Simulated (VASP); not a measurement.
# KTeO3 (Pm-3m) in VASP: further runs

Runs on KTeO3. Level: LDA. Tasks: single point.

Everything below comes from runs of VASP 6.6.1. Logs are shortened: lines on timing, memory, paths and dates and some standing lists are left out, and cuts for length are marked.

## 1. The cell of the first run

It takes space group Pm-3m (No. 221, cubic). Conventional cell: a = 4.039 Å, b = 4.039 Å, c = 4.039 Å, α = 90.00°, β = 90.00°, γ = 90.00°. K (site symmetry m-3m) has 12 O at 2.86 Å and 8 Te at 3.50 Å within 3.8 Å. Within 2.7 Å of Te (site symmetry m-3m) lie 6 O at 2.02 Å. O (site symmetry 4/mmm) has 2 Te at 2.02 Å within 2.7 Å.

## 2. Single point, LDA

INCAR

```
SYSTEM = KTeO3
PREC = Accurate ; ENCUT = 520
EDIFF = 1E-6 ; ISMEAR = -1
SIGMA = 0.1 ; LREAL = .False.
LASPH = .True. ; NELM = 60
ALGO = Normal ; ISIF = 2
LWAVE = .False. ; LCHARG = .True.
GGA = CA ; LELF = .True.
LVHAR = .True. ; NBANDS = 24
```

KPOINTS

```
Automatic mesh
0
Gamma
  4 4 4
  0 0 0
```

POSCAR

```
KTeO3
1.0
    4.0385109706      0.0000000000      0.0000000000
    0.0000000000      4.0385109706      0.0000000000
    0.0000000000      0.0000000000      4.0385109706
K Te O
1 1 3
Direct
    0.0000000000      0.0000000000      0.0000000000
    0.5000000000      0.5000000000      0.5000000000
    0.5000000000      0.5000000000      0.0000000000
    0.0000000000      0.5000000000      0.5000000000
    0.5000000000      0.0000000000      0.5000000000
```

Potentials or basis: VASP PAW LDA potentials, release 64 (K_sv, Te, O).

Launch:

```console
$ cat potpaw_LDA.64/K_sv/POTCAR potpaw_LDA.64/Te/POTCAR potpaw_LDA.64/O/POTCAR > POTCAR
$ mpirun -np 1 vasp_std > vasp.out
```

OUTCAR:

```text
SYSTEM = KTeO3
   PREC = Accurate
   ENCUT = 520
   EDIFF = 1E-6
   ISMEAR = -1
   LREAL = .False.
   LASPH = .True.
   NELM = 60
   ISIF = 2
   GGA = CA

 ion  position               nearest neighbor table
   1  0.000  0.000  0.000-   3 2.86   4 2.86   5 2.86   4 2.86   5 2.86   3 2.86   4 2.86   4 2.86
                             3 2.86   5 2.86   5 2.86   3 2.86   2 3.50   2 3.50   2 3.50   2 3.50
   2  0.500  0.500  0.500-   3 2.02   4 2.02   5 2.02   3 2.02   5 2.02   4 2.02   1 3.50   1 3.50
                             1 3.50   1 3.50   1 3.50   1 3.50   1 3.50   1 3.50
   3  0.500  0.500  0.000-   2 2.02   2 2.02   1 2.86   1 2.86   1 2.86   1 2.86
   4  0.000  0.500  0.500-   2 2.02   2 2.02   1 2.86   1 2.86   1 2.86   1 2.86
   5  0.500  0.000  0.500-   2 2.02   2 2.02   1 2.86   1 2.86   1 2.86   1 2.86

  LATTYP: Found a simple cubic cell.
 ALAT       =     4.0385109706

  Lattice vectors:

 A1 = (   4.0385109706,   0.0000000000,   0.0000000000)
 A2 = (   0.0000000000,   4.0385109706,   0.0000000000)
 A3 = (   0.0000000000,   0.0000000000,   4.0385109706)

Analysis of symmetry for initial positions (statically):
=====================================================================
 Subroutine PRICEL returns:
 Original cell was already a primitive cell.

 Routine SETGRP: Setting up the symmetry group for a
 simple cubic supercell.

 Subroutine GETGRP returns: Found 48 space group operations
 (whereof 48 operations were pure point group operations)
 out of a pool of 48 trial point group operations.

The static configuration has the point symmetry O_h .

Analysis of symmetry for dynamics (positions and initial velocities):
=====================================================================
 Subroutine PRICEL returns:
 Original cell was already a primitive cell.

 Routine SETGRP: Setting up the symmetry group for a
 simple cubic supercell.

 Subroutine GETGRP returns: Found 48 space group operations
 (whereof 48 operations were pure point group operations)
 out of a pool of 48 trial point group operations.

The dynamic configuration has the point symmetry O_h .

 Subroutine INISYM returns: Found 48 space group operations
 (whereof 48 operations are pure point group operations),
 and found     1 'primitive' translations

----------------------------------------------------------------------------------------

                                     Primitive cell

  volume of cell :      65.8664

  direct lattice vectors                    reciprocal lattice vectors
     4.038510971  0.000000000  0.000000000     0.247616017  0.000000000  0.000000000
     0.000000000  4.038510971  0.000000000     0.000000000  0.247616017  0.000000000
     0.000000000  0.000000000  4.038510971     0.000000000  0.000000000  0.247616017

  length of vectors
     4.038510971  4.038510971  4.038510971     0.247616017  0.247616017  0.247616017

  position of ions in fractional coordinates (direct lattice)
     0.000000000  0.000000000  0.000000000
     0.500000000  0.500000000  0.500000000
     0.500000000  0.500000000  0.000000000
     0.000000000  0.500000000  0.500000000
     0.500000000  0.000000000  0.500000000

  ion indices of the primitive-cell ions
   primitive index   ion index
                 1           1
                 2           2
                 3           3
                 4           4
                 5           5

----------------------------------------------------------------------------------------

 KPOINTS: Automatic mesh

Automatic generation of k-mesh.
 Grid dimensions read from file:
 generate k-points for:    4    4    4

 Generating k-lattice:

  Cartesian coordinates                     Fractional coordinates (reciprocal lattice)
     0.061904004  0.000000000  0.000000000     0.250000000  0.000000000  0.000000000
     0.000000000  0.061904004  0.000000000     0.000000000  0.250000000  0.000000000
     0.000000000  0.000000000  0.061904004     0.000000000  0.000000000  0.250000000

  Length of vectors
     0.061904004  0.061904004  0.061904004

  Shift w.r.t. Gamma in fractional coordinates (k-lattice)
     0.000000000  0.000000000  0.000000000

 Subroutine IBZKPT returns following result:
 ===========================================

 Found     10 irreducible k-points:

 Following reciprocal coordinates:
            Coordinates               Weight
  0.000000  0.000000  0.000000      1.000000
  0.250000  0.000000  0.000000      6.000000
  0.500000  0.000000  0.000000      3.000000
  0.250000  0.250000  0.000000     12.000000
  0.500000  0.250000  0.000000     12.000000
  0.500000  0.500000  0.000000      3.000000
  0.250000  0.250000  0.250000      8.000000
  0.500000  0.250000  0.250000     12.000000
  0.500000  0.500000  0.250000      6.000000
  0.500000  0.500000  0.500000      1.000000
   k-points           NKPTS =     10   k-points in BZ     NKDIM =     10   number of bands    NBANDS=     24
   number of dos      NEDOS =    301   number of ions     NIONS =      5
   total plane-waves  NPLWV =  27000
   dimension x,y,z NGX =    30 NGY =   30 NGZ =   30
   dimension x,y,z NGXF=    60 NGYF=   60 NGZF=   60
   ions per type =               1   1   3
   NGX,Y,Z   is equivalent  to a cutoff of  12.35, 12.35, 12.35 a.u.
   NGXF,Y,Z  is equivalent  to a cutoff of  24.70, 24.70, 24.70 a.u.
 SYSTEM =  KTeO3
   PREC   = accura    normal or accurate (medium, high low for compatibility)
   ISTART =      0    job   : 0-new  1-cont  2-samecut
   ICHARG =      2    charge: 1-file 2-atom 10-const
   ISPIN  =      1    spin polarized calculation?
   LNONCOLLINEAR =      F non collinear calculations
   LSORBIT =      F    spin-orbit coupling
   LASPH  =      T    aspherical Exc in radial PAW
   ENCUT  =  520.0 eV  38.22 Ry    6.18 a.u.   7.51  7.51  7.51*2*pi/ulx,y,z
   NELM   =     60;   NELMIN=  2; NELMDL= -5     # of ELM steps
   EDIFF  = 0.1E-05   stopping-criterion for ELM
   LREAL  =      F    real-space projection
   EDIFFG = 0.1E-04   stopping-criterion for IOM
   NSW    =      0    number of steps for IOM
   IBRION =     -1    ionic relax: 0-MD 1-quasi-New 2-CG
   NFREE  =      0    steps in history (QN), initial steepest desc. (CG)
   ISIF   =      2    stress and relaxation
   ISYM   =      2    0-nonsym 1-usesym 2-fastsym
   POTIM  = 0.5000    time-step for ionic-motion
   TEBEG  =    0.0;   TEEND  =   0.0 temperature during run
   PSTRESS=    0.0 pullay stress
   NELECT =      33.0000    total number of electrons
   NUPDOWN=      -1.0000    fix difference up-down
   EMIN   =  10.00;   EMAX   =-10.00  energy-range for DOS
   EFERMI =   0.00;   METHOD = LEGACY
   ISMEAR =    -1;   SIGMA  =   0.10  broadening in eV -4-tet -1-fermi 0-gaus
   EFERMI_NEDOS =   21; number of points for ismear=-14 and -15
   IALGO  =     38    algorithm
   IMIX   =      4    mixing-type and parameters
     AMIX     =   0.40;   BMIX     =  1.00
     AMIX_MAG =   1.60;   BMIX_MAG =  1.00
  volume/ion in A,a.u.               =      13.17        88.90
  Fermi-wavevector in a.u.,A,eV,Ry     =   1.300244  2.457105 23.002480  1.690635
  Thomas-Fermi vector in A             =   2.431456
   LORBIT       =      0    0 simple, 1 ext, 2 COOP (PROOUT), +10 PAW based schemes
   GGA     = CA    functional components
   LHFCALC =     F    Hartree Fock is set to
   AEXX    =    0.0000 exact exchange contribution
   IVDW    =     0    specifies the selected vdW correction
   LEPSILON=     F    determine dielectric tensor
   LRPA    =     F    only Hartree local field effects (RPA)
 non-spin polarized calculation
  energy-cutoff  :      520.00
  volume of cell :       65.87
 maximum number of plane-waves:      1800
   NGX = 15   NGY = 15   NGZ = 15

 number of electron      32.9999983 magnetization

 Free energy of the ion-electron system (eV)
  ---------------------------------------------------
  ext. energy  EPLUGINS =         0.00000000
  ---------------------------------------------------
  free energy    TOTEN  =       -29.01522920 eV

  energy without entropy =      -28.99556454  energy(sigma->0) =      -29.00539687

 E-fermi :   5.4379     XC(G=0): -11.1226

 val. band max:        5.0120233439   @ k =   0.5000   0.0000   0.0000
 cond. band min:       5.6063226920   @ k =   0.5000   0.2500   0.0000
 fundamental gap:      0.5942993481
 Fermi energy:         5.4378696856

 k-point     1 :       0.0000    0.0000    0.0000
  band No.  band energies     occupation
      1     -23.2172      2.00000
      2     -15.6676      2.00000
      3     -12.3481      2.00000
      4     -12.3481      2.00000
      5      -7.0730      2.00000
      6      -7.0730      2.00000
[... 16 lines left out ...]
     23      12.5315      0.00000
     24      14.1269      0.00000

 k-point     2 :       0.2500    0.0000    0.0000
  band No.  band energies     occupation
      1     -23.2038      2.00000
      2     -15.4332      2.00000
      3     -12.8711      2.00000
      4     -12.3366      2.00000
      5      -7.0157      2.00000
      6      -7.0157      2.00000
[... 16 lines left out ...]
     23      12.6651      0.00000
     24      12.9540      0.00000

 k-point     3 :       0.5000    0.0000    0.0000
  band No.  band energies     occupation
      1     -23.1905      2.00000
      2     -15.0815      2.00000
      3     -13.4875      2.00000
      4     -12.3250      2.00000
      5      -6.9566      2.00000
      6      -6.9566      2.00000
[... 16 lines left out ...]
     23      13.8011      0.00000
     24      13.9256      0.00000

 k-point     4 :       0.2500    0.2500    0.0000
  band No.  band energies     occupation
      1     -23.1924      2.00000
      2     -15.1704      2.00000
      3     -13.0041      2.00000
      4     -12.6478      2.00000
      5      -7.0125      2.00000
      6      -6.9736      2.00000
[... 16 lines left out ...]
     23      12.9749      0.00000
     24      13.4398      0.00000

 k-point     5 :       0.5000    0.2500    0.0000
  band No.  band energies     occupation
      1     -23.1810      2.00000
      2     -14.7520      2.00000
      3     -13.5079      2.00000
      4     -12.7431      2.00000
      5      -7.0153      2.00000
      6      -6.9882      2.00000
[... 16 lines left out ...]
     23      13.7599      0.00000
     24      14.0684      0.00000

 k-point     6 :       0.5000    0.5000    0.0000
  band No.  band energies     occupation
      1     -23.1714      2.00000
      2     -14.0786      2.00000
      3     -13.5286      2.00000
      4     -13.5286      2.00000
      5      -7.1109      2.00000
      6      -7.0165      2.00000
[... 16 lines left out ...]
     23      14.2983      0.00000
     24      14.2983      0.00000

 k-point     7 :       0.2500    0.2500    0.2500
  band No.  band energies     occupation
      1     -23.1826      2.00000
      2     -14.8979      2.00000
      3     -12.9748      2.00000
      4     -12.9748      2.00000
      5      -7.1765      2.00000
      6      -7.0515      2.00000
[... 16 lines left out ...]
     23      13.3526      0.00000
     24      14.4391      0.00000

 k-point     8 :       0.5000    0.2500    0.2500
  band No.  band energies     occupation
      1     -23.1727      2.00000
      2     -14.4436      2.00000
      3     -13.4985      2.00000
      4     -12.9449      2.00000
      5      -7.8842      2.00000
      6      -7.0916      2.00000
[... 16 lines left out ...]
     23      13.9166      0.00000
     24      14.5414      0.00000

 k-point     9 :       0.5000    0.5000    0.2500
  band No.  band energies     occupation
      1     -23.1643      2.00000
      2     -13.8097      2.00000
      3     -13.4893      2.00000
      4     -13.4893      2.00000
      5      -8.6956      2.00000
      6      -7.1204      2.00000
[... 16 lines left out ...]
     23      14.2695      0.00000
     24      14.2695      0.00000

 k-point    10 :       0.5000    0.5000    0.5000
  band No.  band energies     occupation
      1     -23.1572      2.00000
      2     -13.4489      2.00000
      3     -13.4489      2.00000
      4     -13.4489      2.00000
      5      -9.8566      2.00000
      6      -7.2244      2.00000
[... 16 lines left out ...]
     23      14.1230      0.00000
     24      14.1230      0.00000

------------------------ aborting loop because EDIFF is reached ----------------------------------------

  FORCE on cell =-STRESS in cart. coord.  units (eV):
  Direction    XX          YY          ZZ          XY          YZ          ZX
  --------------------------------------------------------------------------------------
  -------------------------------------------------------------------------------------
  Total        0.0273360      0.0273360      0.0273360     -0.0000000     -0.0000000      0.0000000
  in kB        0.6649384      0.6649384      0.6649384     -0.0000000     -0.0000000      0.0000000
  external PRESSURE =       0.6649384 kB  Pullay stress =       0.0000000 kB

 VOLUME and BASIS-vectors are now :
 -----------------------------------------------------------------------------
  energy-cutoff  :      520.00
  volume of cell :       65.87
      direct lattice vectors                 reciprocal lattice vectors
     4.038510971  0.000000000  0.000000000     0.247616017  0.000000000  0.000000000
     0.000000000  4.038510971  0.000000000     0.000000000  0.247616017  0.000000000
     0.000000000  0.000000000  4.038510971     0.000000000  0.000000000  0.247616017

 POSITION                                       TOTAL-FORCE (eV/Angst)
 -----------------------------------------------------------------------------------
      0.00000      0.00000      0.00000         0.000000      0.000000      0.000000
      2.01926      2.01926      2.01926         0.000000      0.000000      0.000000
      2.01926      2.01926      0.00000         0.000000      0.000000      0.000000
      0.00000      2.01926      2.01926         0.000000      0.000000      0.000000
      2.01926      0.00000      2.01926         0.000000      0.000000      0.000000
 -----------------------------------------------------------------------------------
    total drift:                                0.000000      0.000000     -0.000000

  FREE ENERGIE OF THE ION-ELECTRON SYSTEM (eV)
  ---------------------------------------------------
  free  energy   TOTEN  =       -29.0152291966 eV

  energy  without entropy=      -28.9955645396  energy(sigma->0) =      -29.00539687
```

It took 8.5 s on 1 thread of Intel Xeon 6975P-C (Granite Rapids), shared host; peak memory 0.15 GiB.

What came out:

```yaml
Free_energy: -29.0152 eV
Pressure: 0.1 GPa
```

Caveat: the k points lie up to 0.39 Å⁻¹ apart; spin-orbit coupling is left out, which moves the levels of the heavy elements; an odd number of electrons without spin polarisation forces a metal; a magnetic or distorted state may lie lower.

## 3. Single point, LDA

This run uses another cell than the first one, of 13.44 Å³/atom, 1.020 times its volume.

INCAR

```
PREC = Accurate
ENCUT = 520
EDIFF = 1E-7
ISMEAR = -1
SIGMA = 0.1
LREAL = F
LASPH = T
NELM = 80
ALGO = Normal
ISIF = 2
LWAVE = F
LCHARG = T
LELF = T
LVHAR = T
NBANDS = 24
```

KPOINTS

```
regular mesh
0
Gamma
  4 4 4
```

Edit POSCAR of step 2 so:

```diff
@@ -2,5 +2,5 @@
 1.0
-    4.0385109706      0.0000000000      0.0000000000
-    0.0000000000      4.0385109706      0.0000000000
-    0.0000000000      0.0000000000      4.0385109706
+    4.0652568559      0.0000000000      0.0000000000
+    0.0000000000      4.0652568559      0.0000000000
+    0.0000000000      0.0000000000      4.0652568559
 K Te O
```

Potentials or basis: VASP PAW LDA potentials, release 64 (K_sv, Te, O).

Launch:

```console
$ cat potpaw_LDA.64/K_sv/POTCAR potpaw_LDA.64/Te/POTCAR potpaw_LDA.64/O/POTCAR > POTCAR
$ mpirun -np 1 vasp_std > vasp.out
```

It took 9.1 s on 1 thread of Intel Xeon 6975P-C (Granite Rapids), shared host; peak memory 0.15 GiB.

The run converged. Its results:

```yaml
Free_energy: -29.0047 eV
Pressure: -2.9 GPa
```

Levels at points of the mesh, in eV from the Fermi level:
```
           k point  band 12  band 13  band 14  band 15  band 16  band 17  band 18  band 19  band 20  band 21
(0.00, 0.00, 0.00)    -2.74    -2.74    -2.74    -2.72    -2.72    -2.72     5.13     6.13     6.13     7.26
(0.50, 0.00, 0.00)    -3.17    -3.11    -3.11    -2.91    -2.91    -0.41     4.47     7.23     7.23     7.23
(0.50, 0.50, 0.00)    -3.57    -3.57    -3.36    -3.36    -1.73     1.85     3.25     3.25     6.49     8.18
(0.50, 0.50, 0.50)    -4.14    -4.14    -1.69    -1.69    -1.69     1.76     1.76     1.76     3.91     8.36
```

Caveat: the k points lie up to 0.39 Å⁻¹ apart; spin-orbit coupling is left out, which moves the levels of the heavy elements; an odd number of electrons without spin polarisation forces a metal; a magnetic or distorted state may lie lower.
